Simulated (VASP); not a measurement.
# TiN (Osbornite) (Fm-3m) in VASP: further runs

Runs on TiN (Osbornite). Level: PBE. Tasks: relaxation of cell and atoms.

Program: VASP 6.6.1. These are calculated values, not measurements. Logs are shortened: lines on timing, memory, paths and dates and some standing lists are left out, and cuts for length are marked.

## (1) The cell of the first run

The structure is cubic, space group Fm-3m (No. 225). The conventional cell has a = 4.238 Å, b = 4.238 Å, c = 4.238 Å, α = 90.00°, β = 90.00°, γ = 90.00°. Within 2.8 Å of Ti (site symmetry m-3m) lie 6 N at 2.12 Å. N (site symmetry m-3m) has 6 Ti at 2.12 Å within 2.8 Å.

## (2) Relaxation of cell and atoms, PBE, target pressure 6 GPa, at which the enthalpy is minimised

The input, INCAR:

```
ALGO = Normal
EDIFF = 1E-6
EDIFFG = -0.02
ENCUT = 600
GGA = PE
IBRION = 2
ISIF = 3
ISMEAR = -1
LASPH = True
LCHARG = False
LREAL = False
LWAVE = False
NELM = 100
NSW = 80
PREC = Accurate
PSTRESS = 60.0
SIGMA = 0.1
```

The input, KPOINTS:

```
k-points
0
Gamma
  12 12 12
```

The input, POSCAR:

```
TiN
1.0
    0.0000000000      2.1190000000      2.1190000000
    2.1190000000      0.0000000000      2.1190000000
    2.1190000000      2.1190000000      0.0000000000
Ti N
1 1
Direct
    0.0000000000      0.0000000000      0.0000000000
    0.5000000000      0.5000000000      0.5000000000
```

Potentials or basis: VASP PAW PBE potentials, release 64 (Ti_sv, N).

On the command line:

```bash
$ cat potpaw_PBE.64/Ti_sv/POTCAR potpaw_PBE.64/N/POTCAR > POTCAR
$ mpirun -np 1 vasp_std > vasp.out
```

OUTCAR:

```text
EDIFF = 1E-6
   EDIFFG = -0.02
   ENCUT = 600
   GGA = PE
   IBRION = 2
   ISIF = 3
   ISMEAR = -1
   LASPH = True
   LREAL = False
   NELM = 100
   NSW = 80
   PREC = Accurate
   PSTRESS = 60.0

 ion  position               nearest neighbor table
   1  0.000  0.000  0.000-   2 2.12   2 2.12   2 2.12   2 2.12   2 2.12   2 2.12
   2  0.500  0.500  0.500-   1 2.12   1 2.12   1 2.12   1 2.12   1 2.12   1 2.12

  LATTYP: Found a face centered cubic cell.
 ALAT       =     4.2380000000

  Lattice vectors:

 A1 = (   0.0000000000,   2.1190000000,   2.1190000000)
 A2 = (   2.1190000000,   0.0000000000,   2.1190000000)
 A3 = (   2.1190000000,   2.1190000000,   0.0000000000)

Analysis of symmetry for initial positions (statically):
=====================================================================
 Subroutine PRICEL returns:
 Original cell was already a primitive cell.

 Routine SETGRP: Setting up the symmetry group for a
 face centered cubic supercell.

 Subroutine GETGRP returns: Found 48 space group operations
[... 9 lines left out ...]

 Routine SETGRP: Setting up the symmetry group for a
 face centered cubic supercell.

 Subroutine GETGRP returns: Found 48 space group operations
[... 11 lines left out ...]
                                     Primitive cell

  volume of cell :      19.0293

  direct lattice vectors                    reciprocal lattice vectors
     0.000000000  2.119000000  2.119000000    -0.235960359  0.235960359  0.235960359
     2.119000000  0.000000000  2.119000000     0.235960359 -0.235960359  0.235960359
     2.119000000  2.119000000  0.000000000     0.235960359  0.235960359 -0.235960359

  length of vectors
     2.996718539  2.996718539  2.996718539     0.408695330  0.408695330  0.408695330

  position of ions in fractional coordinates (direct lattice)
     0.000000000  0.000000000  0.000000000
     0.500000000  0.500000000  0.500000000

  ion indices of the primitive-cell ions
   primitive index   ion index
                 1           1
                 2           2

----------------------------------------------------------------------------------------

 KPOINTS: k-points

Automatic generation of k-mesh.
 Grid dimensions read from file:
 generate k-points for:   12   12   12

 Generating k-lattice:

  Cartesian coordinates                     Fractional coordinates (reciprocal lattice)
    -0.019663363  0.019663363  0.019663363     0.083333333  0.000000000  0.000000000
     0.019663363 -0.019663363  0.019663363     0.000000000  0.083333333  0.000000000
     0.019663363  0.019663363 -0.019663363     0.000000000  0.000000000  0.083333333

  Length of vectors
     0.034057944  0.034057944  0.034057944

  Shift w.r.t. Gamma in fractional coordinates (k-lattice)
     0.000000000  0.000000000  0.000000000

 Subroutine IBZKPT returns following result:
 ===========================================

 Found     72 irreducible k-points:

 Following reciprocal coordinates:
            Coordinates               Weight
  0.000000  0.000000  0.000000      1.000000
  0.083333  0.000000  0.000000      8.000000
  0.166667  0.000000  0.000000      8.000000
  0.250000  0.000000  0.000000      8.000000
  0.333333  0.000000  0.000000      8.000000
  0.416667  0.000000  0.000000      8.000000
[... 16 lines left out ...]
  0.500000  0.166667  0.000000     24.000000
 -0.416667  0.166667  0.000000     24.000000
 [... further k-points ...]
   k-points           NKPTS =     72   k-points in BZ     NKDIM =     72   number of bands    NBANDS=     12
   number of dos      NEDOS =    301   number of ions     NIONS =      2
   total plane-waves  NPLWV =  13824
   dimension x,y,z NGX =    24 NGY =   24 NGZ =   24
   dimension x,y,z NGXF=    48 NGYF=   48 NGZF=   48
   ions per type =               1   1
   NGX,Y,Z   is equivalent  to a cutoff of  13.31, 13.31, 13.31 a.u.
   NGXF,Y,Z  is equivalent  to a cutoff of  26.63, 26.63, 26.63 a.u.
 SYSTEM =  unknown system
   PREC   = accura    normal or accurate (medium, high low for compatibility)
   ISTART =      0    job   : 0-new  1-cont  2-samecut
   ICHARG =      2    charge: 1-file 2-atom 10-const
   ISPIN  =      1    spin polarized calculation?
   LNONCOLLINEAR =      F non collinear calculations
   LSORBIT =      F    spin-orbit coupling
   LASPH  =      T    aspherical Exc in radial PAW
   ENCUT  =  600.0 eV  44.10 Ry    6.64 a.u.   5.99  5.99  5.99*2*pi/ulx,y,z
   NELM   =    100;   NELMIN=  2; NELMDL= -5     # of ELM steps
   EDIFF  = 0.1E-05   stopping-criterion for ELM
   LREAL  =      F    real-space projection
   EDIFFG = -.2E-01   stopping-criterion for IOM
   NSW    =     80    number of steps for IOM
   IBRION =      2    ionic relax: 0-MD 1-quasi-New 2-CG
   NFREE  =      1    steps in history (QN), initial steepest desc. (CG)
   ISIF   =      3    stress and relaxation
   ISYM   =      2    0-nonsym 1-usesym 2-fastsym
   POTIM  = 0.5000    time-step for ionic-motion
   TEBEG  =    0.0;   TEEND  =   0.0 temperature during run
   PSTRESS=   60.0 pullay stress
   NELECT =      17.0000    total number of electrons
   NUPDOWN=      -1.0000    fix difference up-down
   EMIN   =  10.00;   EMAX   =-10.00  energy-range for DOS
   EFERMI =   0.00;   METHOD = LEGACY
   ISMEAR =    -1;   SIGMA  =   0.10  broadening in eV -4-tet -1-fermi 0-gaus
   EFERMI_NEDOS =   21; number of points for ismear=-14 and -15
   IALGO  =     38    algorithm
   IMIX   =      4    mixing-type and parameters
     AMIX     =   0.40;   BMIX     =  1.00
     AMIX_MAG =   1.60;   BMIX_MAG =  1.00
  volume/ion in A,a.u.               =       9.51        64.21
  Fermi-wavevector in a.u.,A,eV,Ry     =   1.576704  2.979539 33.824024  2.485996
  Thomas-Fermi vector in A             =   2.677497
   LORBIT       =      0    0 simple, 1 ext, 2 COOP (PROOUT), +10 PAW based schemes
   GGA     = PE    functional components
   LHFCALC =     F    Hartree Fock is set to
   AEXX    =    0.0000 exact exchange contribution
   IVDW    =     0    specifies the selected vdW correction
   LEPSILON=     F    determine dielectric tensor
   LRPA    =     F    only Hartree local field effects (RPA)
 conjugate gradient relaxation of ions
 non-spin polarized calculation
  energy-cutoff  :      600.00
  volume of cell :       19.03
 maximum number of plane-waves:       650
   NGX = 11   NGY = 11   NGZ = 11

--------------------------------------- Ionic step        1  -------------------------------------------

 number of electron      17.0000001 magnetization

 Free energy of the ion-electron system (eV)
  ---------------------------------------------------
  ext. energy  EPLUGINS =         0.00000000
  ---------------------------------------------------
  free energy    TOTEN  =       -19.65159478 eV

  energy without entropy =      -19.62483922  energy(sigma->0) =      -19.63821700

------------------------ aborting loop because EDIFF is reached ----------------------------------------

  FORCE on cell =-STRESS in cart. coord.  units (eV):
  Direction    XX          YY          ZZ          XY          YZ          ZX
  --------------------------------------------------------------------------------------
  -------------------------------------------------------------------------------------
  Total        0.2620549      0.2620549      0.2620549      0.0000000      0.0000000      0.0000000
  in kB       22.0637850     22.0637850     22.0637850      0.0000000      0.0000000      0.0000000
  external PRESSURE =     -37.9362150 kB  Pullay stress =      60.0000000 kB

 VOLUME and BASIS-vectors are now :
 -----------------------------------------------------------------------------
  energy-cutoff  :      600.00
  volume of cell :       19.03
      direct lattice vectors                 reciprocal lattice vectors
     0.000000000  2.119000000  2.119000000    -0.235960359  0.235960359  0.235960359
     2.119000000  0.000000000  2.119000000     0.235960359 -0.235960359  0.235960359
     2.119000000  2.119000000  0.000000000     0.235960359  0.235960359 -0.235960359
[... 46 lines left out ...]
  FREE ENERGIE OF THE ION-ELECTRON SYSTEM (eV)
  ---------------------------------------------------
  free  energy   TOTEN  =       -19.6244337310 eV

  energy  without entropy=      -19.5989754122  energy(sigma->0) =      -19.61170457

  enthalpy is  TOTEN    =       -18.9347885560 eV   P V=        0.6896451750

--------------------------------------- Ionic step        3  -------------------------------------------

 number of electron      17.0000000 magnetization

 Free energy of the ion-electron system (eV)
  ---------------------------------------------------
  ext. energy  EPLUGINS =         0.00000000
  ---------------------------------------------------
  free energy    TOTEN  =       -19.64545379 eV

  energy without entropy =      -19.61921626  energy(sigma->0) =      -19.63233502

 E-fermi :  11.6323     XC(G=0): -13.1053

 val. band max:       11.6116166977   @ k =   0.1667   0.0000   0.0000
 cond. band min:      11.6494438594   @ k =   0.0833   0.0833   0.0000
 fundamental gap:      0.0378271618
 Fermi energy:        11.6322915759

 k-point     1 :       0.0000    0.0000    0.0000
  band No.  band energies     occupation
      1     -46.1907      2.00000
      2     -22.1592      2.00000
      3     -22.1592      2.00000
      4     -22.1592      2.00000
      5      -5.5375      2.00000
      6       9.5961      2.00000
      7       9.5961      2.00000
      8       9.5961      2.00000
      9      11.0301      1.99516
     10      11.0301      1.99516
     11      11.0301      1.99516
     12      12.2497      0.00415

 k-point     2 :       0.0833    0.0000    0.0000
  band No.  band energies     occupation
      1     -46.1838      2.00000
      2     -22.2072      2.00000
      3     -22.1632      2.00000
      4     -22.1632      2.00000
      5      -5.3992      2.00000
      6       8.8595      2.00000
      7       9.0466      2.00000
      8       9.0467      2.00000
      9      11.2209      1.96784
     10      11.2209      1.96784
     11      11.3909      1.83579
     12      12.8390      0.00001
[... 316 lines left out ...]
 k-point    24 :      -0.4167    0.1667    0.0000
  band No.  band energies     occupation
      1     -46.0771      2.00000
      2     -22.7661      2.00000
      3     -22.3360      2.00000
      4     -22.2414      2.00000
      5      -3.2259      2.00000
      6       4.0839      2.00000
      7       6.1568      2.00000
      8       6.3078      2.00000
      9      12.9474      0.00000
     10      13.2772      0.00000
     11      13.8063      0.00000
     12      16.2240      0.00000

 [... further k-points ...]
[... 5 lines left out ...]
  --------------------------------------------------------------------------------------
  -------------------------------------------------------------------------------------
  Total        0.7030596      0.7030596      0.7030596      0.0000000      0.0000000      0.0000000
  in kB       59.9544672     59.9544672     59.9544672      0.0000000      0.0000000      0.0000000
  external PRESSURE =      -0.0455328 kB  Pullay stress =      60.0000000 kB

 VOLUME and BASIS-vectors are now :
 -----------------------------------------------------------------------------
  energy-cutoff  :      600.00
  volume of cell :       18.79
      direct lattice vectors                 reciprocal lattice vectors
     0.000000000  2.110006194  2.110006194    -0.236966129  0.236966129  0.236966129
     2.110006194  0.000000000  2.110006194     0.236966129 -0.236966129  0.236966129
     2.110006194  2.110006194  0.000000000     0.236966129  0.236966129 -0.236966129

 POSITION                                       TOTAL-FORCE (eV/Angst)
 -----------------------------------------------------------------------------------
      0.00000      0.00000      0.00000         0.000000      0.000000     -0.000000
      2.11001      2.11001      2.11001        -0.000000     -0.000000      0.000000
 -----------------------------------------------------------------------------------
    total drift:                                0.000000     -0.000000     -0.000000

  FREE ENERGIE OF THE ION-ELECTRON SYSTEM (eV)
  ---------------------------------------------------
  free  energy   TOTEN  =       -19.6454537850 eV

  energy  without entropy=      -19.6192162601  energy(sigma->0) =      -19.63233502

  enthalpy is  TOTEN    =       -18.9418602271 eV   P V=        0.7035935579

 reached required accuracy - stopping structural energy minimisation
```

It took 19 s on 1 thread of Intel Xeon 6975P-C (Granite Rapids), shared host; peak memory 0.15 GiB.

What came out:

* Free energy: -19.6455 eV
* Relaxed volume: 9.39 Å³/atom
* Relaxed cell: a = 2.984 Å, b = 2.984 Å, c = 2.984 Å, α = 60.00°, β = 60.00°, γ = 60.00°
* Space group after relaxing (to 0.05 Å): Fm-3m (No. 225)
* Energy change on relaxing (the enthalpy is what falls): +3.1 meV/atom
* Ionic steps: 3
* Pressure after relaxing: 6.0 GPa

Step by step:
```csv
step,energy change (eV),largest force (eV/Å),pressure (GPa),volume (Å³)
1,0.0000,0.0000,2.21,19.03
2,0.0272,0.0000,12.19,18.42
3,0.0061,0.0000,6.00,18.79
```

Final structure:
```cif
data_structure
_symmetry_space_group_name_H-M 'P 1'
_symmetry_Int_Tables_number 1
_cell_length_a 2.9840
_cell_length_b 2.9840
_cell_length_c 2.9840
_cell_angle_alpha 60.000
_cell_angle_beta 60.000
_cell_angle_gamma 60.000
_cell_volume 18.79
loop_
_atom_site_label
_atom_site_type_symbol
_atom_site_fract_x
_atom_site_fract_y
_atom_site_fract_z
_atom_site_occupancy
Ti1 Ti 0.00000 0.00000 0.00000 1
N1 N 0.50000 0.50000 0.50000 1
```

Caveat: the cell is relaxed towards a set pressure, so the enthalpy falls and the energy may rise.

## (3) Relaxation of cell and atoms, PBE, target pressure 8 GPa, at which the enthalpy is minimised

The input, INCAR:

```
SYSTEM = TiN
PREC     = Accurate       ! precision mode
ENCUT    = 600            ! plane-wave cutoff, eV
EDIFF    = 1E-6           ! SCF threshold, eV
ISMEAR   = -1             ! smearing method
SIGMA    = 0.1            ! smearing width, eV
LREAL    = .False.        ! projectors in reciprocal space
LASPH    = .True.         ! aspherical terms in the spheres
NELM     = 80             ! most SCF steps
ALGO     = Normal         ! electronic algorithm
ISIF     = 3              ! what is computed and relaxed
LWAVE    = .False.        ! write WAVECAR
LCHARG   = .False.        ! write CHGCAR
GGA      = PE             ! functional
IBRION   = 2              ! ionic algorithm
NSW      = 80             ! ionic steps
EDIFFG   = -0.02          ! ionic threshold
PSTRESS  = 80.0
```

The input, KPOINTS:

```
regular mesh
0
Gamma
  12 12 12
  0 0 0
```

POSCAR is that of step 2.

Potentials or basis: VASP PAW PBE potentials, release 64 (Ti_sv, N).

On the command line:

```bash
$ cat potpaw_PBE.64/Ti_sv/POTCAR potpaw_PBE.64/N/POTCAR > POTCAR
$ mpirun -np 1 vasp_std > vasp.out
```

Run time: 20 s. Hardware: 1 thread of Intel Xeon 6975P-C (Granite Rapids), shared host; peak memory 0.15 GiB.

It converged, with:

```yaml
Free_energy: -19.6401 eV
Relaxed_volume: 9.33 Å³/atom
Relaxed_cell: a = 2.978 Å, b = 2.978 Å, c = 2.978 Å, α = 60.00°, β = 60.00°, γ = 60.00°
Space_group_after_relaxing_to_0.05_Å: Fm-3m (No. 225)
Energy_change_on_relaxing_the_enthalpy_is_what_falls: +5.7 meV/atom
Ionic_steps: 3
Pressure_after_relaxing: 8.0 GPa
```

The path:
```csv
step,energy change (eV),largest force (eV/Å),pressure (GPa),volume (Å³)
1,0.0000,0.0000,2.21,19.03
2,0.0572,0.0000,18.14,18.10
3,0.0115,0.0000,7.99,18.67
```

Final structure:
```cif
data_structure
_symmetry_space_group_name_H-M 'P 1'
_symmetry_Int_Tables_number 1
_cell_length_a 2.9775
_cell_length_b 2.9775
_cell_length_c 2.9775
_cell_angle_alpha 60.000
_cell_angle_beta 60.000
_cell_angle_gamma 60.000
_cell_volume 18.67
loop_
_atom_site_label
_atom_site_type_symbol
_atom_site_fract_x
_atom_site_fract_y
_atom_site_fract_z
_atom_site_occupancy
Ti1 Ti 0.00000 0.00000 0.00000 1
N1 N 0.50000 0.50000 0.50000 1
```

Levels at points of the mesh, in eV from the Fermi level:
```csv
k point,band 6,band 7,band 8,band 9,band 10,band 11,band 12
"(0.00, 0.00, 0.00)",-2.04,-2.04,-2.04,-0.61,-0.61,-0.61,0.62
"(0.50, 0.00, 0.00)",-8.19,-5.57,-5.57,1.77,1.77,2.46,5.93
"(0.50, 0.50, 0.00)",-5.86,-3.24,-3.24,-3.13,1.72,2.49,2.49
```

Caveat: the cell is relaxed towards a set pressure, so the enthalpy falls and the energy may rise.
